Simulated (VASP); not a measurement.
# Pt: single point with LDA

Crystal: Pt.

```xyz
1
Lattice="0.0000 1.9609 1.9609 1.9609 0.0000 1.9609 1.9609 1.9609 0.0000" Properties=species:S:1:pos:R:3 pbc="T T T"
Pt    0.0000    0.0000    0.0000
```

* Program: VASP 6.6.1
* Task: single point
* Functional: LDA
* Potentials or basis: VASP PAW LDA potentials, release 64 (Pt)
* Cutoff: 520 eV
* k mesh: 12 × 12 × 12
* Occupations: fermi-dirac, width 0.05 eV
* Spin: no spin polarisation
* Dipole correction: no
* Further INCAR settings: ALGO = Normal; EDIFF = 1e-06; NBANDS = 11

```yaml
Pressure: -5.3 GPa
Band_gap_on_the_k_mesh: zero (band 5 reaches 11.64 eV, above the bottom of band 6 at 9.42 eV)
```

Levels at points of the mesh, in eV from the Fermi level:
| k point | band 2 | band 3 | band 4 | band 5 | band 6 | band 7 | band 8 | band 9 |
| --- | --- | --- | --- | --- | --- | --- | --- | --- |
| (0.00, 0.00, 0.00) | -3.84 | -3.84 | -3.84 | -1.64 | -1.64 | 14.60 | 19.52 | 19.52 |
| (0.50, 0.00, 0.00) | -3.89 | -3.89 | -0.51 | 0.03 | 0.03 | 5.81 | 14.16 | 18.87 |
| (0.50, 0.50, 0.00) | -6.67 | 0.01 | 0.48 | 0.48 | 1.74 | 8.85 | 11.31 | 11.31 |

It took 9.2 s on 1 thread of Intel(R) Xeon(R) Platinum 8259CL CPU @ 2.50GHz (Skylake/Cascade Lake), on a shared host, peak memory 0.14 GiB.

Caveat: spin-orbit coupling is left out, which moves the levels of the heavy elements.
